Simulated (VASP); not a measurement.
# Au (Fm-3m) in VASP: further runs

Au is run at these levels: PBE; tasks: single point, relaxation of cell and atoms.

All numbers are computed with VASP 6.6.1; they aren't measurements. Logs are shortened: lines on timing, memory, paths and dates and some standing lists are left out, and cuts for length are marked.

### 1 The cell of the first run

The structure is cubic, space group Fm-3m (No. 225). The conventional cell has a = 4.162 Å, b = 4.162 Å, c = 4.162 Å, α = 90.00°, β = 90.00°, γ = 90.00°. Au (site symmetry m-3m) has 12 Au at 2.94 Å within 3.9 Å.

### 2 Single point, PBE

Contents of INCAR:

```
ALGO = Normal
EDIFF = 1E-7
ENCUT = 520
GGA = PE
ISIF = 2
ISMEAR = -1
LASPH = True
LCHARG = False
LREAL = False
LWAVE = False
NBANDS = 12
NELM = 60
PREC = Accurate
SIGMA = 0.1
```

Contents of KPOINTS:

```
k-points
0
Gamma
  10 10 10
```

Contents of POSCAR:

```
Au
1.0
    0.0000000000      2.0810018734      2.0810018734
    2.0810018734      0.0000000000      2.0810018734
    2.0810018734      2.0810018734      0.0000000000
Au
1
Direct
    0.0000000000      0.0000000000      0.0000000000
```

Potentials or basis: VASP PAW PBE potentials, release 64 (Au).

Command:

```sh
$ cat potpaw_PBE.64/Au/POTCAR > POTCAR
$ mpirun -np 1 vasp_std > vasp.out
```

OUTCAR:

```text
EDIFF = 1E-7
   ENCUT = 520
   GGA = PE
   ISIF = 2
   ISMEAR = -1
   LASPH = True
   LREAL = False
   NELM = 60
   PREC = Accurate

 ion  position               nearest neighbor table
   1  0.000  0.000  0.000-

  LATTYP: Found a face centered cubic cell.
 ALAT       =     4.1620037468

  Lattice vectors:

 A1 = (   0.0000000000,   2.0810018734,   2.0810018734)
 A2 = (   2.0810018734,   0.0000000000,   2.0810018734)
 A3 = (   2.0810018734,   2.0810018734,   0.0000000000)

Analysis of symmetry for initial positions (statically):
=====================================================================
 Subroutine PRICEL returns:
 Original cell was already a primitive cell.

 Routine SETGRP: Setting up the symmetry group for a
 face centered cubic supercell.

 Subroutine GETGRP returns: Found 48 space group operations
 (whereof 48 operations were pure point group operations)
 out of a pool of 48 trial point group operations.

The static configuration has the point symmetry O_h .

Analysis of symmetry for dynamics (positions and initial velocities):
=====================================================================
 Subroutine PRICEL returns:
 Original cell was already a primitive cell.

 Routine SETGRP: Setting up the symmetry group for a
 face centered cubic supercell.

 Subroutine GETGRP returns: Found 48 space group operations
 (whereof 48 operations were pure point group operations)
 out of a pool of 48 trial point group operations.

The dynamic configuration has the point symmetry O_h .

 Subroutine INISYM returns: Found 48 space group operations
 (whereof 48 operations are pure point group operations),
 and found     1 'primitive' translations

----------------------------------------------------------------------------------------

                                     Primitive cell

  volume of cell :      18.0238

  direct lattice vectors                    reciprocal lattice vectors
     0.000000000  2.081001873  2.081001873    -0.240268885  0.240268885  0.240268885
     2.081001873  0.000000000  2.081001873     0.240268885 -0.240268885  0.240268885
     2.081001873  2.081001873  0.000000000     0.240268885  0.240268885 -0.240268885

  length of vectors
     2.942981073  2.942981073  2.942981073     0.416157916  0.416157916  0.416157916

  position of ions in fractional coordinates (direct lattice)
     0.000000000  0.000000000  0.000000000

  ion indices of the primitive-cell ions
   primitive index   ion index
                 1           1

----------------------------------------------------------------------------------------
[... 75 lines left out ...]
   NFREE  =      0    steps in history (QN), initial steepest desc. (CG)
   ISIF   =      2    stress and relaxation
   ISYM   =      2    0-nonsym 1-usesym 2-fastsym
   POTIM  = 0.5000    time-step for ionic-motion
   TEBEG  =    0.0;   TEEND  =   0.0 temperature during run
   PSTRESS=    0.0 pullay stress
   NELECT =      11.0000    total number of electrons
   NUPDOWN=      -1.0000    fix difference up-down
   EMIN   =  10.00;   EMAX   =-10.00  energy-range for DOS
   EFERMI =   0.00;   METHOD = LEGACY
   ISMEAR =    -1;   SIGMA  =   0.10  broadening in eV -4-tet -1-fermi 0-gaus
   EFERMI_NEDOS =   21; number of points for ismear=-14 and -15
   IALGO  =     38    algorithm
   IMIX   =      4    mixing-type and parameters
     AMIX     =   0.40;   BMIX     =  1.00
     AMIX_MAG =   1.60;   BMIX_MAG =  1.00
  volume/ion in A,a.u.               =      18.02       121.63
  Fermi-wavevector in a.u.,A,eV,Ry     =   1.388641  2.624151 26.236431  1.928323
  Thomas-Fermi vector in A             =   2.512748
   LORBIT       =      0    0 simple, 1 ext, 2 COOP (PROOUT), +10 PAW based schemes
   GGA     = PE    functional components
   LHFCALC =     F    Hartree Fock is set to
   AEXX    =    0.0000 exact exchange contribution
   IVDW    =     0    specifies the selected vdW correction
   LEPSILON=     F    determine dielectric tensor
   LRPA    =     F    only Hartree local field effects (RPA)
 non-spin polarized calculation
  energy-cutoff  :      520.00
  volume of cell :       18.02
 maximum number of plane-waves:       531
 NGX is ok and might be reduce to    24
   NGX = 11   NGY = 11   NGZ = 11

 number of electron      11.0000001 magnetization

 Free energy of the ion-electron system (eV)
  ---------------------------------------------------
  ext. energy  EPLUGINS =         0.00000000
  ---------------------------------------------------
  free energy    TOTEN  =        -3.21005511 eV

  energy without entropy =       -3.19385468  energy(sigma->0) =       -3.20195489

 E-fermi :   8.5305     XC(G=0): -12.3828

 val. band max:        8.3841296111   @ k =   0.5000   0.2000   0.1000
 cond. band min:       8.6061507276   @ k =   0.5000   0.3000   0.1000
 fundamental gap:      0.2220211164
 Fermi energy:         8.5305123622

 k-point     1 :       0.0000    0.0000    0.0000
  band No.  band energies     occupation
      1      -0.7093      2.00000
      2       4.1671      2.00000
      3       4.1671      2.00000
      4       4.1671      2.00000
      5       5.5389      2.00000
      6       5.5389      2.00000
      7      23.1518      0.00000
      8      26.8286      0.00000
      9      26.8286      0.00000
     10      26.8286      0.00000
     11      31.5580      0.00000
     12      35.6112      0.00000
[... 331 lines left out ...]
 k-point    24 :       0.4000    0.3000    0.0000
  band No.  band energies     occupation
      1       2.3368      2.00000
      2       2.7493      2.00000
      3       5.2069      2.00000
      4       5.8135      2.00000
      5       6.5603      2.00000
      6       7.2036      2.00000
      7      18.0082      0.00000
      8      20.2594      0.00000
      9      20.5952      0.00000
     10      25.3880      0.00000
     11      27.5509      0.00000
     12      35.2753      0.00000

 [... further k-points ...]
[... 5 lines left out ...]
  --------------------------------------------------------------------------------------
  -------------------------------------------------------------------------------------
  Total       -0.0258664     -0.0258664     -0.0258664     -0.0000000      0.0000000      0.0000000
  in kB       -2.2993158     -2.2993158     -2.2993158     -0.0000000      0.0000000      0.0000000
  external PRESSURE =      -2.2993158 kB  Pullay stress =       0.0000000 kB

 VOLUME and BASIS-vectors are now :
 -----------------------------------------------------------------------------
  energy-cutoff  :      520.00
  volume of cell :       18.02
      direct lattice vectors                 reciprocal lattice vectors
     0.000000000  2.081001873  2.081001873    -0.240268885  0.240268885  0.240268885
     2.081001873  0.000000000  2.081001873     0.240268885 -0.240268885  0.240268885
     2.081001873  2.081001873  0.000000000     0.240268885  0.240268885 -0.240268885

 POSITION                                       TOTAL-FORCE (eV/Angst)
 -----------------------------------------------------------------------------------
      0.00000      0.00000      0.00000        -0.000000      0.000000     -0.000000
 -----------------------------------------------------------------------------------
    total drift:                               -0.000000     -0.000000     -0.000000

  FREE ENERGIE OF THE ION-ELECTRON SYSTEM (eV)
  ---------------------------------------------------
  free  energy   TOTEN  =        -3.2100551060 eV

  energy  without entropy=       -3.1938546806  energy(sigma->0) =       -3.20195489
```

Run time: 19 s. Hardware: 1 thread of AMD EPYC 7R13, shared host; peak memory 0.11 GiB.

What came out:

- Free energy: -3.2101 eV
- Pressure: -0.2 GPa

Caveat: spin-orbit coupling is left out, which moves the levels of the heavy elements.

### 3 Relaxation of cell and atoms, PBE

This run uses another cell than the first one, of 16.85 Å³/atom, 0.935 times its volume.

Contents of INCAR:

```
PREC = Accurate
ENCUT = 600
EDIFF = 1E-7
ISMEAR = -1
SIGMA = 0.1
LREAL = F
LASPH = T
NELM = 60
ALGO = Normal
ISIF = 3
LWAVE = F
LCHARG = F
GGA = PE
IBRION = 2
NSW = 80
EDIFFG = -0.01
```

Contents of KPOINTS:

```
Automatic mesh
0
Gamma
  10 10 10
```

Contents of POSCAR:

```
Au
1.0
    0.0000000000      2.0350000000      2.0350000000
    2.0350000000      0.0000000000      2.0350000000
    2.0350000000      2.0350000000      0.0000000000
Au
1
Direct
    0.0000000000      0.0000000000      0.0000000000
```

Potentials or basis: VASP PAW PBE potentials, release 64 (Au).

Command:

```sh
$ cat potpaw_PBE.64/Au/POTCAR > POTCAR
$ mpirun -np 1 vasp_std > vasp.out
```

OUTCAR:

```text
PREC = Accurate
   ENCUT = 600
   EDIFF = 1E-7
   ISMEAR = -1
   LREAL = F
   LASPH = T
   NELM = 60
   ISIF = 3
   GGA = PE
   IBRION = 2
   NSW = 80
   EDIFFG = -0.01

 ion  position               nearest neighbor table
   1  0.000  0.000  0.000-

  LATTYP: Found a face centered cubic cell.
 ALAT       =     4.0700000000

  Lattice vectors:

 A1 = (   0.0000000000,   2.0350000000,   2.0350000000)
 A2 = (   2.0350000000,   0.0000000000,   2.0350000000)
 A3 = (   2.0350000000,   2.0350000000,   0.0000000000)

Analysis of symmetry for initial positions (statically):
=====================================================================
 Subroutine PRICEL returns:
 Original cell was already a primitive cell.

 Routine SETGRP: Setting up the symmetry group for a
 face centered cubic supercell.

 Subroutine GETGRP returns: Found 48 space group operations
 (whereof 48 operations were pure point group operations)
 out of a pool of 48 trial point group operations.

The static configuration has the point symmetry O_h .

Analysis of symmetry for dynamics (positions and initial velocities):
=====================================================================
 Subroutine PRICEL returns:
 Original cell was already a primitive cell.

 Routine SETGRP: Setting up the symmetry group for a
 face centered cubic supercell.

[... 253 lines left out ...]
--------------------------------------- Ionic step        4  -------------------------------------------

 number of electron      11.0000001 magnetization

 Free energy of the ion-electron system (eV)
  ---------------------------------------------------
  ext. energy  EPLUGINS =         0.00000000
  ---------------------------------------------------
  free energy    TOTEN  =        -3.20962101 eV

  energy without entropy =       -3.19340190  energy(sigma->0) =       -3.20151146

 E-fermi :   8.5478     XC(G=0): -12.3893

 val. band max:        8.4014728057   @ k =   0.5000   0.2000   0.1000
 cond. band min:       8.6238509022   @ k =   0.5000   0.3000   0.1000
 fundamental gap:      0.2223780965
 Fermi energy:         8.5477936111

 k-point     1 :       0.0000    0.0000    0.0000
  band No.  band energies     occupation
      1      -0.7033      2.00000
      2       4.1788      2.00000
      3       4.1788      2.00000
      4       4.1788      2.00000
      5       5.5532      2.00000
      6       5.5532      2.00000
      7      23.1677      0.00000
      8      26.8510      0.00000
      9      26.8510      0.00000
[... 265 lines left out ...]
 k-point    24 :       0.4000    0.3000    0.0000
  band No.  band energies     occupation
      1       2.3450      2.00000
      2       2.7580      2.00000
      3       5.2196      2.00000
      4       5.8280      2.00000
      5       6.5764      2.00000
      6       7.2193      2.00000
      7      18.0321      0.00000
      8      20.2846      0.00000
      9      20.6184      0.00000

 [... further k-points ...]

------------------------ aborting loop because EDIFF is reached ----------------------------------------

  FORCE on cell =-STRESS in cart. coord.  units (eV):
  Direction    XX          YY          ZZ          XY          YZ          ZX
  --------------------------------------------------------------------------------------
  -------------------------------------------------------------------------------------
  Total       -0.0034499     -0.0034499     -0.0034499      0.0000000      0.0000000      0.0000000
  in kB       -0.3070032     -0.3070032     -0.3070032      0.0000000      0.0000000      0.0000000
  external PRESSURE =      -0.3070032 kB  Pullay stress =       0.0000000 kB
[... 16 lines left out ...]
  FREE ENERGIE OF THE ION-ELECTRON SYSTEM (eV)
  ---------------------------------------------------
  free  energy   TOTEN  =        -3.2096210115 eV

  energy  without entropy=       -3.1934019023  energy(sigma->0) =       -3.20151146

 reached required accuracy - stopping structural energy minimisation
```

OSZICAR:

```text
N       E                     dE             d eps       ncg     rms          rms(c)
DAV:   1     0.509634677315E+02    0.50963E+02   -0.63702E+03   870   0.124E+03
DAV:   2    -0.305235614829E+01   -0.54016E+02   -0.51298E+02   864   0.220E+02
DAV:   3    -0.344016723186E+01   -0.38781E+00   -0.38752E+00  1061   0.203E+01
DAV:   4    -0.344111362660E+01   -0.94639E-03   -0.94638E-03   929   0.103E+00
[... 30 lines left out ...]
DAV:   1    -0.320984761086E+01   -0.24537E-03   -0.46693E-03   860   0.761E-01    0.911E-02
DAV:   2    -0.320962744254E+01    0.22017E-03   -0.77149E-04   854   0.266E-01    0.353E-02
DAV:   3    -0.320961980926E+01    0.76333E-05   -0.39466E-05   872   0.570E-02    0.268E-02
DAV:   4    -0.320962100992E+01   -0.12007E-05   -0.16127E-06   870   0.112E-02    0.731E-04
DAV:   5    -0.320962101155E+01   -0.16294E-08   -0.28838E-08   515   0.171E-03
   4 F= -.32096210E+01 E0= -.32015115E+01  d E =-.365090E-01
```

CONTCAR:

```text
Au
   1.00000000000000
     0.0000000000000000    2.0802470111974212    2.0802470111974212
     2.0802470111974212    0.0000000000000000    2.0802470111974212
     2.0802470111974212    2.0802470111974212   -0.0000000000000000
  Au
     1
Direct
     0.0000000000000000    0.0000000000000000    0.0000000000000000

  0.00000000E+00  0.00000000E+00  0.00000000E+00
```

It took 49 s on 1 thread of AMD EPYC 7R13, shared host; peak memory 0.12 GiB.

What came out:

```yaml
Free_energy: -3.2096 eV
Relaxed_volume: 18.00 Å³/atom
Relaxed_cell: a = 2.942 Å, b = 2.942 Å, c = 2.942 Å, α = 60.00°, β = 60.00°, γ = 60.00°
Space_group_after_relaxing_to_0.05_Å: Fm-3m (No. 225)
Energy_gained_by_relaxing: 36.5 meV/atom
Ionic_steps: 4
Pressure_after_relaxing: 0.0 GPa
```

Step by step:
```tsv
step	energy change (eV)	largest force (eV/Å)	pressure (GPa)	volume (Å³)
1	0.0000	0.0000	11.01	16.85
2	0.0286	0.0000	-10.11	19.84
3	-0.0365	0.0000	-0.20	18.03
4	-0.0365	0.0000	-0.03	18.00
```

Final structure:
```
Au
1.0
     0.00000    2.08025    2.08025
     2.08025    0.00000    2.08025
     2.08025    2.08025    0.00000
Au
1
Direct
  0.00000 0.00000 0.00000
```

Caveat: spin-orbit coupling is left out, which moves the levels of the heavy elements. Zero-point motion and thermal expansion aren't in these numbers.
